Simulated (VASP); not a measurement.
Here is a VASP 6.6.1 calculation.

The input INCAR:

```
SYSTEM = S
ALGO = Normal ; EDIFF = 1E-7
EDIFFG = -0.01 ; ENCUT = 500
GGA = PE ; GGA_COMPAT = .False.
IBRION = 2 ; ISIF = 3
ISMEAR = 0 ; LASPH = .True.
LCHARG = .False. ; LREAL = .False.
LWAVE = .False. ; NELM = 120
NELMIN = 4 ; NSW = 100
PREC = Accurate ; SIGMA = 0.02
```

KPOINTS

```
k-points
0
Gamma
  8 8 6
  0 0 0
```

File POSCAR:

```
S
1.0
    4.1437922012      0.0000000000      0.0000000000
    0.0000000000      4.1437922012      0.0000000000
    0.0000000000      0.0000000000      4.9593500467
S
3
Direct
    0.5000000000      0.5000000000      0.7676032287
    0.0000000000      0.5000000000      0.9432483856
    0.5000000000      0.0000000000      0.9432483856
```

Potentials or basis: VASP PAW PBE potentials, release 64 (S).

Launch:

```console
$ cat potpaw_PBE.64/S/POTCAR > POTCAR
$ mpirun -np 1 vasp_std > vasp.out
```

Estimate the relaxed volume.

26.76 Å³/atom.

What does it give for the space group after relaxing (to 0.1 Å)?

P4mm (No. 99).

Estimate the relaxed cell.

a = 4.148 Å, b = 4.148 Å, c = 4.665 Å, α = 90.00°, β = 90.00°, γ = 90.00°.

Estimate the band gap on the k mesh.

zero (bands 9 and 10 overlap by 2.30 eV).

The path:
```csv
step,energy change (eV),largest force (eV/Å),pressure (GPa),volume (Å³)
1,0.0000,0.4451,0.64,85.16
2,-0.0053,0.1097,-0.62,86.55
3,-0.0067,0.0640,-0.23,86.10
4,-0.0076,0.0251,-0.09,85.71
5,-0.0077,0.0065,-0.03,85.52
6,-0.0077,0.0053,-0.03,85.51
7,-0.0077,0.0070,-0.02,85.43
8,-0.0079,0.0119,-0.01,85.20
9,-0.0082,0.0215,0.01,84.72
10,-0.0087,0.0418,0.06,83.78
11,-0.0093,0.0855,0.17,81.90
12,-0.0079,0.1893,0.46,78.14
13,-0.0092,0.1186,0.24,81.15
14,-0.0092,0.1176,0.24,81.13
15,-0.0093,0.1139,0.23,81.07
16,-0.0094,0.1065,0.21,80.94
17,-0.0095,0.0920,0.17,80.70
18,-0.0098,0.0637,0.10,80.21
19,-0.0097,0.0096,-0.05,79.22
20,-0.0098,0.0396,0.03,79.75
21,-0.0098,0.0356,0.03,79.81
22,-0.0099,0.0240,0.02,79.96
23,-0.0099,0.0011,-0.01,80.28
```

Caveat: this functional lacks dispersion, which binds layers or chains, so the pressure and a relaxed spacing across them are unreliable.
